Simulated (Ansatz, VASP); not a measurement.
One calculation of Ge, two programs

INCAR

```
SYSTEM = Ge
  ALGO = Normal
  DIPOL = 0.5 0.5 0.500
  EDIFF = 1E-6
  ENCUT = 520
  GGA = PE
  IDIPOL = 3
  ISIF = 2
  ISMEAR = 0
  LASPH = .True.
  LCHARG = .True.
  LDIPOL = .True.
  LELF = .True.
  LREAL = .False.
  LVACPOTAV = .True.
  LVHAR = .True.
  LWAVE = .False.
  NBANDS = 21
  NELM = 80
  PREC = Accurate
  SIGMA = 0.1
```

KPOINTS

```
k-points
0
Gamma
  12 12 1
  0 0 0
```

POSCAR

```
Ge
1.0
    3.7910000000      0.0000000000      0.0000000000
   -1.8955000000      3.2831023057      0.0000000000
    0.0000000000      0.0000000000     28.0000000000
Ge
2
Direct
    0.3333333333      0.6666666667      0.5025892857
    0.6666666667      0.3333333333      0.4974107143
```

Input for Ansatz:

```yaml
crystal:
  lattice:
    - [3.791, 0.0, 0.0]
    - [-1.8955, 3.2831023057, 0.0]
    - [0.0, 0.0, 28.0]
  atoms:
    - { symbol: Ge, position: [0.3333333333, 0.6666666667, 0.5025892857] }
    - { symbol: Ge, position: [0.6666666667, 0.3333333333, 0.4974107143] }
  periodic: [true, true, false]
basis:
  ecutwfc: 420
kpoints:
  mp_grid: { grid: [12, 12, 1] }
hamiltonian:
  xc: pbe
  pseudopotentials: { kind: paw, azcp: { folder: soft_1 } }
scf:
  occupations: { method: gaussian, width: 0.1 }
output:
  forces: true
  stress: true
  eigenvalues: true
```

Alike in both runs: task single point; functional PBE; k mesh 12 × 12 × 1; occupations gaussian, width 0.1 eV; no spin polarisation.

|  | VASP | Ansatz |
| --- | --- | --- |
| version | VASP 6.6.1 | Ansatz 0.2.0 |
| potentials or method | VASP PAW PBE potentials, release 64 (Ge_d), cutoff 520 eV | scalar-relativistic, plane waves, PAW |
| valence electrons in the cell | 28 | 28 |

|  | VASP | Ansatz | Ansatz less VASP |
| --- | --- | --- | --- |
| gap on the k mesh at the Fermi level (eV) | none | none | - |
| rms of the force components (eV/Å) | 0.301 | 0.305 | +0.0045 |
| work function, face that differs most (eV) | 4.27 | 4.27 | 0.000 |

Atom by atom the forces differ by 0.005 eV/Å (rms over components). A gap of «none» marks a metal or a gap that the smearing closes.
